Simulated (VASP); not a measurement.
# WS2 in VASP: settings compared

Aim: see how the results for WS2 move with the level of theory and the settings. Levels: r2SCAN0, revPBE+D4. Tasks: single point, relaxation of cell and atoms.

Everything below comes from runs of VASP 6.6.1. Logs are shortened: lines on timing, memory, paths and dates and some standing lists are left out, and cuts for length are marked.

**1. The cell of the first run**

The cell holds a slab with vacuum, 3 atoms: a = 3.184 Å, b = 3.184 Å, c = 16.951 Å, α = 90.00°, β = 90.00°, γ = 120.00°.

**2. Single point, r2SCAN0**

POSCAR reads:

```
WS2
1.0
    3.1835163552      0.0000000000      0.0000000000
   -1.5917581776      2.7570060369      0.0000000000
    0.0000000000      0.0000000000     16.9505778900
W S
1 2
Direct
    0.0000000000      0.0000000000      0.0000000000
    0.3333333333      0.6666666667      0.0920005100
    0.3333333333      0.6666666667      0.9079994900
```

INCAR.step1 reads:

```
PREC = Accurate
ENCUT = 520
EDIFF = 1E-5
ISMEAR = -1
SIGMA = 0.05
LREAL = False
LASPH = True
NELM = 100
ALGO = Normal
ISIF = 2
LWAVE = True
GGA = PE
NBANDS = 20
```

INCAR.step2 reads:

```
PREC = Accurate
ENCUT = 520
EDIFF = 1E-7
ISMEAR = -1
SIGMA = 0.05
LREAL = False
LASPH = True
NELM = 100
ALGO = Normal
ISIF = 2
LWAVE = False
LCHARG = True
METAGGA = R2SCAN
LHFCALC = True
AEXX = 0.25
LMIXTAU = True
PRECFOCK = Normal
LELF = True
LVHAR = True
ISTART = 1
NBANDS = 20
```

KPOINTS reads:

```
regular mesh
0
Gamma
  5 5 1
```

Potentials or basis: VASP PAW PBE potentials, release 64 (W_sv, S).

On the command line:

```console
$ cat potpaw_PBE.64/W_sv/POTCAR potpaw_PBE.64/S/POTCAR > POTCAR
$ cp INCAR.step1 INCAR
$ mpirun -np 1 vasp_std > vasp.out
$ cp INCAR.step2 INCAR
$ mpirun -np 1 vasp_std > vasp.out
```

OUTCAR:

```text
PREC = Accurate
   ENCUT = 520
   EDIFF = 1E-7
   ISMEAR = -1
   LREAL = False
   LASPH = True
   NELM = 100
   ISIF = 2
   METAGGA = R2SCAN
   LHFCALC = True
   AEXX = 0.25
   PRECFOCK = Normal
   ISTART = 1

 ion  position               nearest neighbor table
   1  0.000  0.000  0.000-   2 2.41   3 2.41   2 2.41   3 2.41   2 2.41   3 2.41
   2  0.333  0.667  0.092-   1 2.41   1 2.41   1 2.41
   3  0.333  0.667  0.908-   1 2.41   1 2.41   1 2.41

  LATTYP: Found a hexagonal cell.
 ALAT       =     3.1835163552
 C/A-ratio  =     5.3244827413

  Lattice vectors:

 A1 = (   3.1835163552,   0.0000000000,   0.0000000000)
 A2 = (  -1.5917581776,   2.7570060369,   0.0000000000)
 A3 = (   0.0000000000,   0.0000000000,  16.9505778900)

Analysis of symmetry for initial positions (statically):
=====================================================================
 Subroutine PRICEL returns:
 Original cell was already a primitive cell.

 Routine SETGRP: Setting up the symmetry group for a
 hexagonal supercell.

 Subroutine GETGRP returns: Found 12 space group operations
 (whereof 12 operations were pure point group operations)
 out of a pool of 24 trial point group operations.

The static configuration has the point symmetry D_3h.

Analysis of symmetry for dynamics (positions and initial velocities):
=====================================================================
 Subroutine PRICEL returns:
 Original cell was already a primitive cell.

 Routine SETGRP: Setting up the symmetry group for a
 hexagonal supercell.

 Subroutine GETGRP returns: Found 12 space group operations
 (whereof 12 operations were pure point group operations)
 out of a pool of 24 trial point group operations.

The dynamic configuration has the point symmetry D_3h.

 Subroutine INISYM returns: Found 12 space group operations
 (whereof 12 operations are pure point group operations),
 and found     1 'primitive' translations

----------------------------------------------------------------------------------------

                                     Primitive cell

  volume of cell :     148.7748

  direct lattice vectors                    reciprocal lattice vectors
     3.183516355  0.000000000  0.000000000     0.314118066  0.181356150  0.000000000
    -1.591758178  2.757006037  0.000000000     0.000000000  0.362712300  0.000000000
     0.000000000  0.000000000 16.950577890     0.000000000  0.000000000  0.058995039

  length of vectors
     3.183516355  3.183516355 16.950577890     0.362712300  0.362712300  0.058995039

  position of ions in fractional coordinates (direct lattice)
     0.000000000  0.000000000  0.000000000
     0.333333333  0.666666667  0.092000510
     0.333333333  0.666666667  0.907999490

  ion indices of the primitive-cell ions
   primitive index   ion index
                 1           1
                 2           2
                 3           3

----------------------------------------------------------------------------------------

 KPOINTS: regular mesh

Automatic generation of k-mesh.
 Grid dimensions read from file:
 generate k-points for:    5    5    1

 Generating k-lattice:

  Cartesian coordinates                     Fractional coordinates (reciprocal lattice)
     0.062823613  0.036271230  0.000000000     0.200000000 -0.000000000  0.000000000
     0.000000000  0.072542460  0.000000000     0.000000000  0.200000000  0.000000000
     0.000000000  0.000000000  0.058995039     0.000000000  0.000000000  1.000000000

  Length of vectors
     0.072542460  0.072542460  0.058995039

  Shift w.r.t. Gamma in fractional coordinates (k-lattice)
     0.000000000  0.000000000  0.000000000

 Subroutine IBZKPT returns following result:
 ===========================================

 Found      5 irreducible k-points:

 Following reciprocal coordinates:
            Coordinates               Weight
  0.000000  0.000000  0.000000      1.000000
  0.200000  0.000000  0.000000      6.000000
  0.400000 -0.000000  0.000000      6.000000
  0.200000  0.200000  0.000000      6.000000
  0.400000  0.200000  0.000000      6.000000
   k-points           NKPTS =      5   k-points in BZ     NKDIM =     25   number of bands    NBANDS=     20
   number of dos      NEDOS =    301   number of ions     NIONS =      3
   total plane-waves  NPLWV =  72576
   dimension x,y,z NGX =    24 NGY =   24 NGZ =  126
   dimension x,y,z NGXF=    48 NGYF=   48 NGZF=  252
   ions per type =               1   2
   NGX,Y,Z   is equivalent  to a cutoff of  12.53, 12.53, 12.36 a.u.
   NGXF,Y,Z  is equivalent  to a cutoff of  25.07, 25.07, 24.72 a.u.
 SYSTEM =  unknown system
   PREC   = accura    normal or accurate (medium, high low for compatibility)
   ISTART =      1    job   : 0-new  1-cont  2-samecut
   ICHARG =      0    charge: 1-file 2-atom 10-const
   ISPIN  =      1    spin polarized calculation?
   LNONCOLLINEAR =      F non collinear calculations
   LSORBIT =      F    spin-orbit coupling
[... 62 lines left out ...]
 cond. band min:       1.5013651477   @ k =   0.2000   0.2000   0.0000
 fundamental gap:      3.6330761817
 Fermi energy:        -0.9828235720

 k-point     1 :       0.0000    0.0000    0.0000
  band No.  band energies     occupation
      1     -81.5706      2.00000
      2     -43.8715      2.00000
      3     -43.6799      2.00000
      4     -43.6799      2.00000
      5     -19.0224      2.00000
      6     -17.1466      2.00000
      7      -9.5245      2.00000
      8      -5.5616      2.00000
      9      -5.5616      2.00000
     10      -4.6498      2.00000
     11      -4.0527      2.00000
     12      -4.0527      2.00000
     13      -2.1317      2.00000
     14       2.3847      0.00000
     15       2.3847      0.00000
     16       2.5284      0.00000
     17       2.5284      0.00000
     18       4.4682      0.00000
     19       4.9812      0.00000
     20       5.1324      0.00000

 k-point     2 :       0.2000    0.0000    0.0000
  band No.  band energies     occupation
      1     -81.5625      2.00000
      2     -43.8444      2.00000
      3     -43.8310      2.00000
      4     -43.7152      2.00000
      5     -18.3236      2.00000
      6     -16.9010      2.00000
      7      -8.7419      2.00000
      8      -7.0011      2.00000
      9      -6.1358      2.00000
     10      -4.9625      2.00000
     11      -4.8949      2.00000
     12      -3.9609      2.00000
     13      -2.7648      2.00000
     14       1.7141      0.00000
     15       2.0516      0.00000
     16       2.4707      0.00000
     17       3.4404      0.00000
     18       5.3228      0.00000
     19       5.7645      0.00000
     20       6.5429      0.00000

 k-point     3 :       0.4000   -0.0000    0.0000
  band No.  band energies     occupation
      1     -81.5493      2.00000
      2     -44.0690      2.00000
      3     -43.7994      2.00000
      4     -43.7721      2.00000
      5     -16.9351      2.00000
      6     -16.4334      2.00000
      7      -9.3055      2.00000
      8      -7.7844      2.00000
      9      -7.3285      2.00000
     10      -5.9972      2.00000
     11      -4.6244      2.00000
     12      -3.8902      2.00000
     13      -3.4937      2.00000
     14       2.1248      0.00000
     15       2.3881      0.00000
     16       3.6172      0.00000
     17       4.4043      0.00000
     18       5.8264      0.00000
     19       7.3072      0.00000
     20       7.3081      0.00000

 k-point     4 :       0.2000    0.2000    0.0000
  band No.  band energies     occupation
      1     -81.5519      2.00000
      2     -43.9854      2.00000
      3     -43.8084      2.00000
      4     -43.8005      2.00000
      5     -17.2458      2.00000
      6     -16.5206      2.00000
      7      -8.5308      2.00000
      8      -7.3570      2.00000
      9      -7.3426      2.00000
     10      -6.3381      2.00000
     11      -5.2287      2.00000
     12      -4.0608      2.00000
     13      -3.1430      2.00000
     14       1.5014      0.00000
     15       2.4665      0.00000
     16       2.8145      0.00000
     17       4.6380      0.00000
     18       6.7817      0.00000
     19       7.1993      0.00000
     20       7.6834      0.00000

 k-point     5 :       0.4000    0.2000    0.0000
  band No.  band energies     occupation
      1     -81.5453      2.00000
      2     -44.0581      2.00000
      3     -43.8744      2.00000
      4     -43.7858      2.00000
      5     -16.4265      2.00000
      6     -16.2300      2.00000
      7      -8.9912      2.00000
      8      -8.5025      2.00000
      9      -7.1694      2.00000
     10      -6.1331      2.00000
     11      -5.8850      2.00000
     12      -4.7856      2.00000
     13      -2.5180      2.00000
     14       1.6204      0.00000
     15       3.2762      0.00000
     16       3.2892      0.00000
     17       4.8733      0.00000
     18       5.7693      0.00000
     19       8.2436      0.00000
     20       9.1016      0.00000

------------------------ aborting loop because EDIFF is reached ----------------------------------------

  FORCE on cell =-STRESS in cart. coord.  units (eV):
  Direction    XX          YY          ZZ          XY          YZ          ZX
  --------------------------------------------------------------------------------------
  -------------------------------------------------------------------------------------
  Total       -1.4632881     -1.4632881     -1.3710638      0.0000000      0.0000000      0.0000000
  in kB      -15.7583632    -15.7583632    -14.7651863      0.0000000      0.0000000      0.0000000
  external PRESSURE =     -15.4273042 kB  Pullay stress =       0.0000000 kB

 VOLUME and BASIS-vectors are now :
 -----------------------------------------------------------------------------
  energy-cutoff  :      520.00
  volume of cell :      148.77
      direct lattice vectors                 reciprocal lattice vectors
     3.183516355  0.000000000  0.000000000     0.314118066  0.181356150  0.000000000
    -1.591758178  2.757006037  0.000000000     0.000000000  0.362712300  0.000000000
     0.000000000  0.000000000 16.950577890     0.000000000  0.000000000  0.058995039

 POSITION                                       TOTAL-FORCE (eV/Angst)
 -----------------------------------------------------------------------------------
      0.00000      0.00000      0.00000        -0.000000     -0.000000      0.000000
     -0.00000      1.83800      1.55946         0.000000      0.000000     -0.411252
     -0.00000      1.83800     15.39112         0.000000     -0.000000      0.411252
 -----------------------------------------------------------------------------------
    total drift:                                0.000000     -0.000000     -0.000000

  FREE ENERGIE OF THE ION-ELECTRON SYSTEM (eV)
  ---------------------------------------------------
  free  energy   TOTEN  =       -65.5793401910 eV

  energy  without entropy=      -65.5793401910  energy(sigma->0) =      -65.57934019
```

Wall time 34 min (1 thread of AMD EPYC, shared host); peak memory 0.26 GiB.

Results:

| Property | Result |
| --- | --- |
| Free energy | -65.5793 eV |
| Largest force | 0.411 eV/Å |
| Band gap on the k mesh | 3.63 eV, indirect (least direct gap 4.14 eV) |

Forces in eV/Å, atoms in the order of the input:
```
W    0.000  0.000  0.000
S    0.000  0.000 -0.411
S    0.000  0.000  0.411
```

Levels at points of the mesh, in eV from the valence-band top:
```
           k point  band 9  band 10  band 11  band 12  band 13  band 14  band 15  band 16  band 17  band 18
(0.00, 0.00, 0.00)   -3.43    -2.52    -1.92    -1.92     0.00     4.52     4.52     4.66     4.66     6.60
```

Caveat: the k points lie up to 0.46 Å⁻¹ apart; the PAW data sets were made with another functional, which shifts forces and pressure a little; spin-orbit coupling is left out, which moves the levels of the heavy elements.

**3. Single point, revPBE+D4**

This run uses another cell than the first one, of 48.50 Å³/atom, 0.978 times its volume.

INCAR reads:

```
SYSTEM = WS2
  ALGO = Normal
  EDIFF = 1E-6
  ENCUT = 520
  GGA = RE
  ISIF = 2
  ISMEAR = -1
  IVDW = 13
  LASPH = .True.
  LCHARG = .False.
  LREAL = .False.
  LWAVE = .False.
  NBANDS = 20
  NELM = 100
  PREC = Accurate
  SIGMA = 0.05
```

KPOINTS reads:

```
k-points
0
Gamma
  10 10 2
  0 0 0
```

POSCAR reads:

```
WS2
1.0
    3.1489818254      0.0000000000      0.0000000000
   -1.5744909127      2.7270982569      0.0000000000
    0.0000000000      0.0000000000     16.9420016543
W S
1 2
Direct
    0.0000000000      0.0000000000      0.0000000000
    0.3333333333      0.6666666667      0.0931710958
    0.3333333333      0.6666666667      0.9068289042
```

Potentials or basis: VASP PAW PBE potentials, release 64 (W_sv, S).

On the command line:

```console
$ cat potpaw_PBE.64/W_sv/POTCAR potpaw_PBE.64/S/POTCAR > POTCAR
$ mpirun -np 1 vasp_std > vasp.out
```

Wall time 1.8 min (1 thread of Intel Xeon Platinum 8488C (Sapphire Rapids), shared host); peak memory 0.28 GiB.

Results (log left out):

* Free energy: -24.5115 eV
* Largest force: 0.013 eV/Å
* Band gap on the k mesh: 2.23 eV, indirect (least direct gap 2.31 eV)
* Dispersion energy per atom: -0.624 eV

Forces in eV/Å, atoms in the order of the input:
```
W    0.000  0.000  0.000
S    0.000  0.000 -0.013
S    0.000  0.000  0.013
```

Levels at points of the mesh, in eV from the valence-band top:
| k point | band 9 | band 10 | band 11 | band 12 | band 13 | band 14 | band 15 | band 16 | band 17 | band 18 |
| --- | --- | --- | --- | --- | --- | --- | --- | --- | --- | --- |
| (0.00, 0.00, 0.00) | -2.65 | -2.09 | -1.40 | -1.40 | -0.03 | 3.10 | 3.10 | 3.23 | 3.23 | 5.05 |
| (0.50, 0.00, 0.00) | -4.36 | -3.25 | -2.12 | -1.06 | -0.83 | 3.15 | 3.56 | 4.24 | 4.91 | 5.38 |
| (0.00, 0.00, 0.50) | -2.65 | -2.09 | -1.40 | -1.40 | -0.03 | 3.10 | 3.10 | 3.23 | 3.23 | 5.17 |
| (0.50, 0.00, 0.50) | -4.36 | -3.25 | -2.12 | -1.06 | -0.83 | 3.15 | 3.56 | 4.24 | 4.91 | 5.38 |

Caveat: the PAW data sets were made with another functional, which shifts forces and pressure a little; spin-orbit coupling is left out, which moves the levels of the heavy elements.

**4. Relaxation of cell and atoms, revPBE+D4**

INCAR reads:

```
PREC = Accurate
ENCUT = 600
EDIFF = 1E-6
ISMEAR = -1
SIGMA = 0.05
LREAL = F
LASPH = T
NELM = 60
ALGO = Normal
ISIF = 3
LWAVE = F
LCHARG = F
GGA = RE
IVDW = 13
IBRION = 2
NSW = 60
EDIFFG = -0.01
```

KPOINTS reads:

```
Automatic mesh
0
Gamma
  10 10 2
```

POSCAR reads:

```
WS2
1.0
    3.1835163552      0.0000000000      0.0000000000
   -1.5917581776      2.7570060369      0.0000000000
    0.0000000000      0.0000000000     16.9505778900
W S
1 2
Direct
    0.0000000000      0.0000000000      0.0000000000
    0.3333333333      0.6666666667      0.0920005100
    0.3333333333      0.6666666667      0.9079994900
```

On the command line:

```console
$ cat potpaw_PBE.64/W_sv/POTCAR potpaw_PBE.64/S/POTCAR > POTCAR
$ mpirun -np 1 vasp_std > vasp.out
```

Run time: 11 min. Hardware: 1 thread of Intel Xeon Platinum 8488C (Sapphire Rapids), shared host; peak memory 0.4 GiB.

The run converged. Its results:

```yaml
Free_energy: -24.5125 eV
Relaxed_cell: a = 3.148 Å, b = 3.148 Å, c = 17.079 Å, α = 90.00°, β = 90.00°, γ = 120.00°
Space_group_after_relaxing_to_0.05_Å: P-6m2 (No. 187)
Energy_gained_by_relaxing: 4.5 meV/atom
Ionic_steps: 5
Largest_force_after_relaxing: 0.006 eV/Å
Band_gap_on_the_k_mesh: 2.23 eV, indirect (least direct gap 2.31 eV)
Dispersion_energy_per_atom: -0.624 eV
```

Forces in eV/Å, atoms in the order of the input:
```
W    0.000  0.000  0.000
S    0.000  0.000 -0.006
S    0.000  0.000  0.006
```

Step by step:
```tsv
step	energy change (eV)	largest force (eV/Å)	pressure (GPa)	volume (Å³)
1	0.0000	0.1241	-0.55	148.77
2	-0.0102	0.1568	0.65	145.11
3	-0.0123	0.1457	0.29	146.16
4	-0.0101	0.2569	-0.48	147.24
5	-0.0134	0.0062	0.00	146.56
```

Final structure:
```yaml
crystal:
  lattice:
    - [3.14784, 0.00000, 0.00000]
    - [-1.57392, 2.72611, 0.00000]
    - [0.00000, 0.00000, 17.07910]
  atoms:
    - { symbol: W, position: [0.00000, 0.00000, 0.00000] }
    - { symbol: S, position: [0.33333, 0.66667, 0.09242] }
    - { symbol: S, position: [0.33333, 0.66667, 0.90758] }
```

Levels at points of the mesh, in eV from the valence-band top:
| k point | band 10 | band 11 | band 12 | band 13 | band 14 | band 15 | band 16 | band 17 |
| --- | --- | --- | --- | --- | --- | --- | --- | --- |
| (0.00, 0.00, 0.00) | -2.10 | -1.40 | -1.40 | -0.03 | 3.11 | 3.11 | 3.23 | 3.23 |
| (0.50, 0.00, 0.00) | -3.25 | -2.12 | -1.06 | -0.83 | 3.16 | 3.56 | 4.24 | 4.92 |
| (0.00, 0.00, 0.50) | -2.10 | -1.40 | -1.40 | -0.03 | 3.11 | 3.11 | 3.23 | 3.23 |
| (0.50, 0.00, 0.50) | -3.25 | -2.12 | -1.06 | -0.83 | 3.16 | 3.56 | 4.24 | 4.92 |

Caveat: the PAW data sets were made with another functional, which shifts forces and pressure a little; spin-orbit coupling is left out, which moves the levels of the heavy elements.

**5. Overview**

| task | level | cell | k mesh | cutoff (eV) | grid for exact exchange (PRECFOCK) | gap on the mesh (eV) | largest force (eV/Å) |
| --- | --- | --- | --- | --- | --- | --- | --- |
| single point | r2SCAN0 | a = 3.184, b = 3.184, c = 16.951 Å, angles 90.0, 90.0, 120.0°, 3 atoms | 5 × 5 × 1 | 520 | Normal | 3.63 | 0.41 |
| single point | revPBE+D4 | a = 3.149, b = 3.149, c = 16.942 Å, angles 90.0, 90.0, 120.0°, 3 atoms | 10 × 10 × 2 | 520 | - | 2.23 | 0.01 |
| relaxation of cell and atoms | revPBE+D4 | relaxed from a = 3.184, b = 3.184, c = 16.951 Å, angles 90.0, 90.0, 120.0°, 3 atoms | 10 × 10 × 2 | 600 | - | 2.23 | 0.01 |

Alike in all rows: potentials or basis VASP PAW PBE potentials, release 64 (W_sv, S); no spin polarisation; smearing fermi-dirac 0.05 eV.

Caveats: some runs use coarse meshes; the PAW data sets were made with another functional, which shifts forces and pressure a little; spin-orbit coupling is left out, which moves the levels of the heavy elements.

Absolute energies hang on the potentials; compare differences alone.
